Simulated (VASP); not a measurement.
# CsPbBr3 (Pm-3m) in VASP: further runs

The runs below take CsPbBr3 through single point, with PBEsol.

Program: VASP 6.6.1. These are calculated values, not measurements. Logs are shortened: lines on timing, memory, paths and dates and some standing lists are left out, and cuts for length are marked.

### Step 1. The cell of the first run

The structure is cubic, space group Pm-3m (No. 221). The conventional cell has a = 5.947 Å, b = 5.947 Å, c = 5.947 Å, α = 90.00°, β = 90.00°, γ = 90.00°. Pb (site symmetry m-3m) has 6 Br at 2.97 Å within 3.9 Å. Cs (site symmetry m-3m) has 12 Br at 4.21 Å and 8 Pb at 5.15 Å within 5.5 Å. Within 3.9 Å of Br (site symmetry 4/mmm) lie 2 Pb at 2.97 Å.

### Step 2. Single point, PBEsol (42.07 Å³/atom)

Input file INCAR:

```
SYSTEM = CsPbBr3
PREC     = Accurate       ! precision mode
ENCUT    = 520            ! plane-wave cutoff, eV
EDIFF    = 1E-6           ! SCF threshold, eV
ISMEAR   = -1             ! smearing method
SIGMA    = 0.05           ! smearing width, eV
LREAL    = .False.        ! projectors in reciprocal space
LASPH    = .True.         ! aspherical terms in the spheres
NELM     = 60             ! most SCF steps
ALGO     = Normal         ! electronic algorithm
ISIF     = 2              ! what is computed and relaxed
LWAVE    = .False.        ! write WAVECAR
LCHARG   = .False.        ! write CHGCAR
GGA      = PS             ! functional
NBANDS   = 30             ! bands
```

Input file KPOINTS:

```
regular mesh
0
Gamma
  5 5 5
  0 0 0
```

Input file POSCAR:

```
CsPbBr3
1.0
    5.9472457004      0.0000000000      0.0000000000
    0.0000000000      5.9472457004      0.0000000000
    0.0000000000      0.0000000000      5.9472457004
Pb Cs Br
1 1 3
Direct
    0.5000000000      0.5000000000      0.5000000000
    0.0000000000      0.0000000000      0.0000000000
    0.5000000000      0.5000000000      0.0000000000
    0.5000000000      0.0000000000      0.5000000000
    0.0000000000      0.5000000000      0.5000000000
```

Potentials or basis: VASP PAW PBE potentials, release 64 (Pb_d, Cs_sv, Br).

The run is started by

```sh
$ cat potpaw_PBE.64/Pb_d/POTCAR potpaw_PBE.64/Cs_sv/POTCAR potpaw_PBE.64/Br/POTCAR > POTCAR
$ mpirun -np 1 vasp_std > vasp.out
```

OUTCAR:

```text
SYSTEM = CsPbBr3
   PREC = Accurate
   ENCUT = 520
   EDIFF = 1E-6
   ISMEAR = -1
   LREAL = .False.
   LASPH = .True.
   NELM = 60
   ISIF = 2
   GGA = PS

 ion  position               nearest neighbor table
   1  0.500  0.500  0.500-   3 2.97   4 2.97   5 2.97   3 2.97   4 2.97   5 2.97
   2  0.000  0.000  0.000-
   3  0.500  0.500  0.000-   1 2.97   1 2.97
   4  0.500  0.000  0.500-   1 2.97   1 2.97
   5  0.000  0.500  0.500-   1 2.97   1 2.97

  LATTYP: Found a simple cubic cell.
 ALAT       =     5.9472457004

  Lattice vectors:

 A1 = (   5.9472457004,   0.0000000000,   0.0000000000)
 A2 = (   0.0000000000,   5.9472457004,   0.0000000000)
 A3 = (   0.0000000000,   0.0000000000,   5.9472457004)

Analysis of symmetry for initial positions (statically):
=====================================================================
 Subroutine PRICEL returns:
 Original cell was already a primitive cell.

 Routine SETGRP: Setting up the symmetry group for a
 simple cubic supercell.

 Subroutine GETGRP returns: Found 48 space group operations
 (whereof 48 operations were pure point group operations)
 out of a pool of 48 trial point group operations.

The static configuration has the point symmetry O_h .

Analysis of symmetry for dynamics (positions and initial velocities):
=====================================================================
 Subroutine PRICEL returns:
 Original cell was already a primitive cell.

 Routine SETGRP: Setting up the symmetry group for a
 simple cubic supercell.

 Subroutine GETGRP returns: Found 48 space group operations
 (whereof 48 operations were pure point group operations)
 out of a pool of 48 trial point group operations.

The dynamic configuration has the point symmetry O_h .

 Subroutine INISYM returns: Found 48 space group operations
 (whereof 48 operations are pure point group operations),
 and found     1 'primitive' translations

----------------------------------------------------------------------------------------

                                     Primitive cell

  volume of cell :     210.3525

  direct lattice vectors                    reciprocal lattice vectors
     5.947245700  0.000000000  0.000000000     0.168145063  0.000000000  0.000000000
     0.000000000  5.947245700  0.000000000     0.000000000  0.168145063  0.000000000
     0.000000000  0.000000000  5.947245700     0.000000000  0.000000000  0.168145063

  length of vectors
     5.947245700  5.947245700  5.947245700     0.168145063  0.168145063  0.168145063

  position of ions in fractional coordinates (direct lattice)
     0.500000000  0.500000000  0.500000000
     0.000000000  0.000000000  0.000000000
     0.500000000  0.500000000  0.000000000
     0.500000000  0.000000000  0.500000000
     0.000000000  0.500000000  0.500000000

  ion indices of the primitive-cell ions
   primitive index   ion index
                 1           1
                 2           2
                 3           3
                 4           4
                 5           5

----------------------------------------------------------------------------------------

 KPOINTS: regular mesh

Automatic generation of k-mesh.
 Grid dimensions read from file:
 generate k-points for:    5    5    5

 Generating k-lattice:

  Cartesian coordinates                     Fractional coordinates (reciprocal lattice)
     0.033629013  0.000000000  0.000000000     0.200000000  0.000000000  0.000000000
     0.000000000  0.033629013  0.000000000     0.000000000  0.200000000  0.000000000
     0.000000000  0.000000000  0.033629013     0.000000000  0.000000000  0.200000000

  Length of vectors
     0.033629013  0.033629013  0.033629013

  Shift w.r.t. Gamma in fractional coordinates (k-lattice)
     0.000000000  0.000000000  0.000000000

 Subroutine IBZKPT returns following result:
 ===========================================

 Found     10 irreducible k-points:

 Following reciprocal coordinates:
            Coordinates               Weight
  0.000000  0.000000  0.000000      1.000000
  0.200000  0.000000  0.000000      6.000000
  0.400000  0.000000  0.000000      6.000000
  0.200000  0.200000  0.000000     12.000000
  0.400000  0.200000  0.000000     24.000000
  0.400000  0.400000  0.000000     12.000000
  0.200000  0.200000  0.200000      8.000000
  0.400000  0.200000  0.200000     24.000000
  0.400000  0.400000  0.200000     24.000000
  0.400000  0.400000  0.400000      8.000000
   k-points           NKPTS =     10   k-points in BZ     NKDIM =     10   number of bands    NBANDS=     30
   number of dos      NEDOS =    301   number of ions     NIONS =      5
   total plane-waves  NPLWV = 110592
   dimension x,y,z NGX =    48 NGY =   48 NGZ =   48
   dimension x,y,z NGXF=    96 NGYF=   96 NGZF=   96
   ions per type =               1   1   3
   NGX,Y,Z   is equivalent  to a cutoff of  13.42, 13.42, 13.42 a.u.
   NGXF,Y,Z  is equivalent  to a cutoff of  26.84, 26.84, 26.84 a.u.
 SYSTEM =  CsPbBr3
   PREC   = accura    normal or accurate (medium, high low for compatibility)
   ISTART =      0    job   : 0-new  1-cont  2-samecut
   ICHARG =      2    charge: 1-file 2-atom 10-const
   ISPIN  =      1    spin polarized calculation?
   LNONCOLLINEAR =      F non collinear calculations
   LSORBIT =      F    spin-orbit coupling
   LASPH  =      T    aspherical Exc in radial PAW
   ENCUT  =  520.0 eV  38.22 Ry    6.18 a.u.  11.06 11.06 11.06*2*pi/ulx,y,z
   NELM   =     60;   NELMIN=  2; NELMDL= -5     # of ELM steps
   EDIFF  = 0.1E-05   stopping-criterion for ELM
   LREAL  =      F    real-space projection
   EDIFFG = 0.1E-04   stopping-criterion for IOM
   NSW    =      0    number of steps for IOM
   IBRION =     -1    ionic relax: 0-MD 1-quasi-New 2-CG
   NFREE  =      0    steps in history (QN), initial steepest desc. (CG)
   ISIF   =      2    stress and relaxation
   ISYM   =      2    0-nonsym 1-usesym 2-fastsym
   POTIM  = 0.5000    time-step for ionic-motion
   TEBEG  =    0.0;   TEEND  =   0.0 temperature during run
   PSTRESS=    0.0 pullay stress
   NELECT =      44.0000    total number of electrons
   NUPDOWN=      -1.0000    fix difference up-down
   EMIN   =  10.00;   EMAX   =-10.00  energy-range for DOS
   EFERMI =   0.00;   METHOD = LEGACY
   ISMEAR =    -1;   SIGMA  =   0.05  broadening in eV -4-tet -1-fermi 0-gaus
   EFERMI_NEDOS =   21; number of points for ismear=-14 and -15
   IALGO  =     38    algorithm
   IMIX   =      4    mixing-type and parameters
     AMIX     =   0.40;   BMIX     =  1.00
     AMIX_MAG =   1.60;   BMIX_MAG =  1.00
  volume/ion in A,a.u.               =      42.07       283.91
  Fermi-wavevector in a.u.,A,eV,Ry     =   0.971799  1.836434 12.849254  0.944394
  Thomas-Fermi vector in A             =   2.102046
   LORBIT       =      0    0 simple, 1 ext, 2 COOP (PROOUT), +10 PAW based schemes
   GGA     = PS    functional components
   LHFCALC =     F    Hartree Fock is set to
   AEXX    =    0.0000 exact exchange contribution
   IVDW    =     0    specifies the selected vdW correction
   LEPSILON=     F    determine dielectric tensor
   LRPA    =     F    only Hartree local field effects (RPA)
 non-spin polarized calculation
  energy-cutoff  :      520.00
  volume of cell :      210.35
 maximum number of plane-waves:      5695
 NGX is ok and might be reduce to    48
   NGX = 23   NGY = 23   NGZ = 23

 number of electron      43.9999990 magnetization

 Free energy of the ion-electron system (eV)
  ---------------------------------------------------
  ext. energy  EPLUGINS =         0.00000000
  ---------------------------------------------------
  free energy    TOTEN  =       -16.80120150 eV

  energy without entropy =      -16.80120150  energy(sigma->0) =      -16.80120150

 E-fermi :   1.2433     XC(G=0):  -7.6478

 val. band max:        0.1674177710   @ k =   0.4000   0.4000   0.4000
 cond. band min:       2.8012321555   @ k =   0.4000   0.4000   0.4000
 fundamental gap:      2.6338143845
 Fermi energy:         1.2432887607

 k-point     1 :       0.0000    0.0000    0.0000
  band No.  band energies     occupation
      1     -20.5238      2.00000
      2     -15.8968      2.00000
      3     -15.8968      2.00000
      4     -15.7604      2.00000
      5     -15.7604      2.00000
      6     -15.7604      2.00000
[... 22 lines left out ...]
     29       6.6185      0.00000
     30       6.6185      0.00000

 k-point     2 :       0.2000    0.0000    0.0000
  band No.  band energies     occupation
      1     -20.5235      2.00000
      2     -15.8968      2.00000
      3     -15.8785      2.00000
      4     -15.7607      2.00000
      5     -15.7607      2.00000
      6     -15.7604      2.00000
[... 22 lines left out ...]
     29       5.9179      0.00000
     30       6.6338      0.00000

 k-point     3 :       0.4000    0.0000    0.0000
  band No.  band energies     occupation
      1     -20.5230      2.00000
      2     -15.8967      2.00000
      3     -15.8484      2.00000
      4     -15.7611      2.00000
      5     -15.7611      2.00000
      6     -15.7604      2.00000
[... 22 lines left out ...]
     29       6.2196      0.00000
     30       7.1197      0.00000

 k-point     4 :       0.2000    0.2000    0.0000
  band No.  band energies     occupation
      1     -20.5232      2.00000
      2     -15.8878      2.00000
      3     -15.8689      2.00000
      4     -15.7609      2.00000
      5     -15.7607      2.00000
      6     -15.7606      2.00000
[... 154 lines left out ...]
     29       6.7610      0.00000
     30       6.8845      0.00000

 k-point     9 :       0.4000    0.4000    0.2000
  band No.  band energies     occupation
      1     -20.5221      2.00000
      2     -15.8536      2.00000
      3     -15.8204      2.00000
      4     -15.7619      2.00000
      5     -15.7614      2.00000
      6     -15.7614      2.00000
[... 22 lines left out ...]
     29       6.5688      0.00000
     30       6.7815      0.00000

 k-point    10 :       0.4000    0.4000    0.4000
  band No.  band energies     occupation
      1     -20.5218      2.00000
      2     -15.8204      2.00000
      3     -15.8204      2.00000
      4     -15.7619      2.00000
      5     -15.7619      2.00000
      6     -15.7619      2.00000
[... 22 lines left out ...]
     29       6.1943      0.00000
     30       7.1696      0.00000

------------------------ aborting loop because EDIFF is reached ----------------------------------------

  FORCE on cell =-STRESS in cart. coord.  units (eV):
  Direction    XX          YY          ZZ          XY          YZ          ZX
  --------------------------------------------------------------------------------------
  -------------------------------------------------------------------------------------
  Total       -1.0528459     -1.0528459     -1.0528459      0.0000000     -0.0000000      0.0000000
  in kB       -8.0191389     -8.0191389     -8.0191389      0.0000000     -0.0000000      0.0000000
  external PRESSURE =      -8.0191389 kB  Pullay stress =       0.0000000 kB

 VOLUME and BASIS-vectors are now :
 -----------------------------------------------------------------------------
  energy-cutoff  :      520.00
  volume of cell :      210.35
      direct lattice vectors                 reciprocal lattice vectors
     5.947245700  0.000000000  0.000000000     0.168145063  0.000000000  0.000000000
     0.000000000  5.947245700  0.000000000     0.000000000  0.168145063  0.000000000
     0.000000000  0.000000000  5.947245700     0.000000000  0.000000000  0.168145063

 POSITION                                       TOTAL-FORCE (eV/Angst)
 -----------------------------------------------------------------------------------
      2.97362      2.97362      2.97362         0.000000      0.000000      0.000000
      0.00000      0.00000      0.00000         0.000000      0.000000      0.000000
      2.97362      2.97362      0.00000         0.000000      0.000000      0.000000
      2.97362      0.00000      2.97362         0.000000      0.000000      0.000000
      0.00000      2.97362      2.97362         0.000000      0.000000      0.000000
 -----------------------------------------------------------------------------------
    total drift:                                0.000000     -0.000000     -0.000000

  FREE ENERGIE OF THE ION-ELECTRON SYSTEM (eV)
  ---------------------------------------------------
  free  energy   TOTEN  =       -16.8012014957 eV

  energy  without entropy=      -16.8012014957  energy(sigma->0) =      -16.80120150
```

Wall time 60 s (1 thread of Intel Xeon Platinum 8488C (Sapphire Rapids), shared host); peak memory 0.35 GiB.

What came out:

```
Free energy            : -16.8012 eV
Pressure               : -0.8 GPa
Band gap on the k mesh : 2.63 eV
```

Caveat: the PAW data sets were made with another functional, which shifts forces and pressure a little; spin-orbit coupling is left out, which moves the levels of the heavy elements; an odd mesh through Γ misses points on the zone boundary, where band edges can lie.

### Step 3. Single point, PBEsol (42.88 Å³/atom)

This run uses another cell than the first one, of 42.88 Å³/atom.

Input file INCAR:

```
SYSTEM = CsPbBr3
PREC = Accurate
ENCUT = 520
EDIFF = 1E-6
ISMEAR = -1
SIGMA = 0.05
LREAL = .FALSE.
LASPH = .TRUE.
NELM = 60
ALGO = Normal
ISIF = 2
LWAVE = .FALSE.
LCHARG = .TRUE.
GGA = PS
LELF = .TRUE.
LVHAR = .TRUE.
NBANDS = 30
```

Input file KPOINTS:

```
regular mesh
0
G
  5 5 5
  0 0 0
```

POSCAR: that of step 2 with these lines changed.

```diff
@@ -2,5 +2,5 @@
 1.0
-    5.9472457004      0.0000000000      0.0000000000
-    0.0000000000      5.9472457004      0.0000000000
-    0.0000000000      0.0000000000      5.9472457004
+    5.9851272676      0.0000000000      0.0000000000
+    0.0000000000      5.9851272676      0.0000000000
+    0.0000000000      0.0000000000      5.9851272676
 Pb Cs Br
```

Potentials or basis: VASP PAW PBE potentials, release 64 (Pb_d, Cs_sv, Br).

The run is started by

```sh
$ cat potpaw_PBE.64/Pb_d/POTCAR potpaw_PBE.64/Cs_sv/POTCAR potpaw_PBE.64/Br/POTCAR > POTCAR
$ mpirun -np 1 vasp_std > vasp.out
```

OUTCAR:

```text
SYSTEM = CsPbBr3
   PREC = Accurate
   ENCUT = 520
   EDIFF = 1E-6
   ISMEAR = -1
   LREAL = .FALSE.
   LASPH = .TRUE.
   NELM = 60
   ISIF = 2
   GGA = PS

 ion  position               nearest neighbor table
   1  0.500  0.500  0.500-   3 2.99   4 2.99   5 2.99   3 2.99   4 2.99   5 2.99
   2  0.000  0.000  0.000-
   3  0.500  0.500  0.000-   1 2.99   1 2.99
   4  0.500  0.000  0.500-   1 2.99   1 2.99
   5  0.000  0.500  0.500-   1 2.99   1 2.99

  LATTYP: Found a simple cubic cell.
 ALAT       =     5.9851272676

[... 512 lines left out ...]
  --------------------------------------------------------------------------------------
  -------------------------------------------------------------------------------------
  Total       -1.5001773     -1.5001773     -1.5001773     -0.0000000      0.0000000      0.0000000
  in kB      -11.2107067    -11.2107067    -11.2107067     -0.0000000      0.0000000      0.0000000
  external PRESSURE =     -11.2107067 kB  Pullay stress =       0.0000000 kB

 VOLUME and BASIS-vectors are now :
 -----------------------------------------------------------------------------
  energy-cutoff  :      520.00
  volume of cell :      214.40
      direct lattice vectors                 reciprocal lattice vectors
     5.985127268  0.000000000  0.000000000     0.167080825  0.000000000  0.000000000
     0.000000000  5.985127268  0.000000000     0.000000000  0.167080825  0.000000000
     0.000000000  0.000000000  5.985127268     0.000000000  0.000000000  0.167080825

 POSITION                                       TOTAL-FORCE (eV/Angst)
 -----------------------------------------------------------------------------------
      2.99256      2.99256      2.99256         0.000000      0.000000      0.000000
      0.00000      0.00000      0.00000         0.000000      0.000000      0.000000
      2.99256      2.99256      0.00000         0.000000      0.000000      0.000000
      2.99256      0.00000      2.99256         0.000000      0.000000      0.000000
      0.00000      2.99256      2.99256         0.000000      0.000000      0.000000
 -----------------------------------------------------------------------------------
    total drift:                                0.000000     -0.000000     -0.000000

  FREE ENERGIE OF THE ION-ELECTRON SYSTEM (eV)
  ---------------------------------------------------
  free  energy   TOTEN  =       -16.7774383265 eV

  energy  without entropy=      -16.7774383265  energy(sigma->0) =      -16.77743833
```

OSZICAR:

```text
N       E                     dE             d eps       ncg     rms          rms(c)
DAV:   1     0.392657820345E+03    0.39266E+03   -0.18318E+04   600   0.128E+03
DAV:   2     0.317360933380E+02   -0.36092E+03   -0.34737E+03   714   0.296E+02
DAV:   3    -0.156016865889E+02   -0.47338E+02   -0.46905E+02   784   0.115E+02
DAV:   4    -0.173076424191E+02   -0.17060E+01   -0.17002E+01   720   0.278E+01
DAV:   5    -0.173672461079E+02   -0.59604E-01   -0.59574E-01   778   0.458E+00    0.406E+00
DAV:   6    -0.168183902979E+02    0.54886E+00   -0.87622E-01   926   0.927E+00    0.229E+00
DAV:   7    -0.167700466893E+02    0.48344E-01   -0.41985E-01   918   0.349E+00    0.911E-01
DAV:   8    -0.167769747815E+02   -0.69281E-02   -0.52098E-02   740   0.174E+00    0.187E-01
DAV:   9    -0.167770934617E+02   -0.11868E-03   -0.77492E-03   888   0.643E-01    0.926E-02
DAV:  10    -0.167773194427E+02   -0.22598E-03   -0.78046E-04   712   0.148E-01    0.427E-02
DAV:  11    -0.167774356667E+02   -0.11622E-03   -0.24024E-04   716   0.932E-02    0.777E-03
DAV:  12    -0.167774377910E+02   -0.21242E-05   -0.21948E-05   884   0.373E-02    0.582E-03
DAV:  13    -0.167774383265E+02   -0.53557E-06   -0.18770E-06   646   0.745E-03
   1 F= -.16777438E+02 E0= -.16777438E+02  d E =-.291581E-10
```

stdout:

```text
POSCAR found type information on POSCAR PbCsBr
 POSCAR found :  3 types and       5 ions
 scaLAPACK will be used
 -----------------------------------------------------------------------------
|                                                                             |
|                                                                             |
|     You enforced a specific xc type in the INCAR file but a different       |
|     I HOPE YOU KNOW WHAT YOU ARE DOING!                                     |
|                                                                             |
 -----------------------------------------------------------------------------

 LDA part: xc-table for (Slater+PW92), standard interpolation
 POSCAR, INCAR and KPOINTS ok, starting setup
 FFT: planning ... GRIDC
 FFT: planning ... GRID_SOFT
 FFT: planning ... GRID
 WAVECAR not read
 entering main loop
```

Wall time 62 s (1 thread of Intel Xeon Platinum 8488C (Sapphire Rapids), shared host); peak memory 0.34 GiB.

What came out:

| Property | Result |
| --- | --- |
| Free energy | -16.7774 eV |
| Pressure | -1.1 GPa |
| Band gap on the k mesh | 2.66 eV |

Levels at points of the mesh, in eV from the valence-band top:
```csv
k point,band 20,band 21,band 22,band 23,band 24,band 25
"(0.00, 0.00, 0.00)",-1.13,-1.13,-1.13,3.72,4.96,4.96
```

Caveat: the PAW data sets were made with another functional, which shifts forces and pressure a little; spin-orbit coupling is left out, which moves the levels of the heavy elements; an odd mesh through Γ misses points on the zone boundary, where band edges can lie.

(Part 1 of 2 ends here.)
